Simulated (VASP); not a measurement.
Write the native input for VASP 6.6.1 that does the following.

| Property | Result |
| --- | --- |
| Task | single point |
| Functional | r2SCAN |
| Potentials or basis | VASP PAW PBE potentials, release 64 (Be, N) |
| Cutoff | 520 eV |
| k mesh | 7 × 7 × 6 |
| Occupations | gaussian, width 0.1 eV |
| Spin | no spin polarisation |
| Dipole correction | no |
| Further INCAR settings | ALGO = Normal; EDIFF = 1e-07; NBANDS = 12 |

The system is Be2N.

```
Be N
1.0
     3.09680    0.00000    0.00000
    -1.54840    2.68191    0.00000
     0.00000    0.00000    3.09753
Be N
2 1
Direct
  0.32662 0.64997 0.47931
  0.66849 0.32733 0.52283
  0.98859 0.99710 0.99760
```

These files were run (other wordings do the same):

POSCAR

```
Be2N
1.0
    3.0968042800      0.0000000000      0.0000000000
   -1.5484021400      2.6819111700      0.0000000000
    0.0000000000      0.0000000000      3.0975262500
Be N
2 1
Direct
    0.3266240000      0.6499660000      0.4793090000
    0.6684870000      0.3273310000      0.5228300000
   -0.0114050000     -0.0029040000     -0.0024040000
```

INCAR.step1

```
SYSTEM = Be2N
PREC = Accurate ; ENCUT = 520
ISMEAR = 0 ; SIGMA = 0.1
LREAL = .False. ; LASPH = .True.
NELM = 60 ; NBANDS = 12
GGA = PE ; ALGO = Normal
EDIFF = 1E-4 ; LWAVE = .True.
LCHARG = .False.
```

INCAR.step2

```
SYSTEM = Be2N
PREC = Accurate ; ENCUT = 520
EDIFF = 1E-7 ; ISMEAR = 0
SIGMA = 0.1 ; LREAL = .False.
LASPH = .True. ; NELM = 60
ALGO = Normal ; ISIF = 2
LWAVE = .False. ; LCHARG = .False.
METAGGA = R2SCAN ; LMIXTAU = .True.
NBANDS = 12 ; ISTART = 1
```

KPOINTS

```
regular mesh
0
Gamma
  7 7 6
  0 0 0
```

Potentials or basis: VASP PAW PBE potentials, release 64 (Be, N).

Run with:

```bash
$ cat potpaw_PBE.64/Be/POTCAR potpaw_PBE.64/N/POTCAR > POTCAR
$ cp INCAR.step1 INCAR
$ mpirun -np 1 vasp_std > vasp.out
$ cp INCAR.step2 INCAR
$ mpirun -np 1 vasp_std > vasp.out
```

It gave:

```yaml
Pressure: 2.2 GPa
Largest_force: 1.553 eV/Å
Band_gap_on_the_k_mesh: zero (an odd number of electrons rules out a gap without spin polarisation)
```

Caveat: the stress differs along the axes, from -56 to 36 GPa; the PAW data sets were made with another functional, which shifts forces and pressure a little.

Run time: 2.4 min on 1 thread of Intel Xeon 8259CL (shared host), peak memory 0.17 GiB.
